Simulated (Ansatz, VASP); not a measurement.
# One calculation of Sb2Pt, two programs

```
Sb Pt
1.0
     6.46292    0.00000    0.00000
     0.00000    6.46292    0.00000
     0.00000    0.00000    6.46292
Sb Pt
8 4
Direct
  0.37456 0.37456 0.37456
  0.12544 0.62544 0.87456
  0.87456 0.12544 0.62544
  0.62544 0.87456 0.12544
  0.62544 0.62544 0.62544
  0.87456 0.37456 0.12544
  0.12544 0.87456 0.37456
  0.37456 0.12544 0.87456
  0.00000 0.00000 0.00000
  0.50000 0.00000 0.50000
  0.50000 0.50000 0.00000
  0.00000 0.50000 0.50000
```

Alike in both runs: functional PBEsol; k mesh 6 × 6 × 6; occupations gaussian, width 0.1 eV; no spin polarisation.

Ansatz relaxed the structure, and its values are those at the end. VASP's run is a single point on that final structure, the one shown.

```csv
,VASP,Ansatz
version,VASP 6.6.1,Ansatz 0.2.0
potentials or method,"VASP PAW PBE potentials, release 64 (Sb, Pt), cutoff 520 eV","scalar-relativistic, plane waves, PAW"
valence electrons in the cell,80,192
```

```csv
,VASP,Ansatz,Ansatz less VASP
gap on the k mesh at the Fermi level (eV),none,none,-
pressure (GPa),-0.2,0.0,+0.16
rms of the force components (eV/Å),0.015,0.001,-0.0136
```

VASP's potentials were made for PBE, not for PBEsol. A gap of «none» marks a metal or a gap that the smearing closes. VASP's potentials hold 80 valence electrons a cell and Ansatz's 192, so a difference there can come from the potentials and not from the codes.

Spin-orbit coupling is off throughout.
